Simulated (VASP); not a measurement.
The system is InP (rocksalt type).

```
CELL_PARAMETERS angstrom
0.00000 2.57080 2.57080
2.57080 0.00000 2.57080
2.57080 2.57080 0.00000
ATOMIC_POSITIONS crystal
In 0.00000 0.00000 0.00000
P 0.50000 0.50000 0.50000
```

| Item | Value |
| --- | --- |
| Program | VASP 6.6.1 |
| Task | relaxation of cell and atoms |
| Functional | LDA |
| Potentials or basis | VASP PAW LDA potentials, release 64 (In_d, P) |
| Cutoff | 600 eV |
| k mesh | 14 × 14 × 14 |
| Occupations | fermi-dirac, width 0.05 eV |
| Spin | no spin polarisation |

At the start: pressure 20.4 GPa; volume 16.99 Å³/atom.

Problem. Where does the relaxation end?

Solution. Over 19 steps the energy falls by 159.1 meV/atom and the volume is 19.88 Å³/atom (+17.0 %); space group Fm-3m (No. 225, to 0.1 Å) before and after.

Step by step:
```csv
step,energy change (eV),largest force (eV/Å),pressure (GPa),volume (Å³)
1,0.0000,0.0000,20.42,33.98
2,-0.1251,0.0000,-8.98,45.78
3,-0.3182,0.0000,-0.18,39.86
4,-0.3182,0.0000,0.07,39.74
5,-0.3182,0.0000,0.07,39.74
6,-0.3182,0.0000,0.08,39.74
7,-0.3182,0.0000,0.08,39.74
8,-0.3182,0.0000,0.08,39.74
9,-0.3182,0.0000,0.07,39.74
10,-0.3182,0.0000,0.07,39.74
11,-0.3182,0.0000,0.07,39.74
12,-0.3182,0.0000,0.08,39.74
13,-0.3182,0.0000,0.08,39.74
14,-0.3182,0.0000,0.08,39.74
15,-0.3182,0.0000,0.08,39.74
16,-0.3182,0.0000,0.08,39.74
17,-0.3182,0.0000,0.09,39.74
18,-0.3182,0.0000,0.05,39.75
19,-0.3182,0.0000,0.03,39.76
```

Final structure:
```
In P
1.0
     0.00000    2.70891    2.70891
     2.70891    0.00000    2.70891
     2.70891    2.70891    0.00000
In P
1 1
Direct
  0.00000 0.00000 0.00000
  0.50000 0.50000 0.50000
```

Caveat: the volume moved by over 15 % at a fixed basis, so the end points are rough.
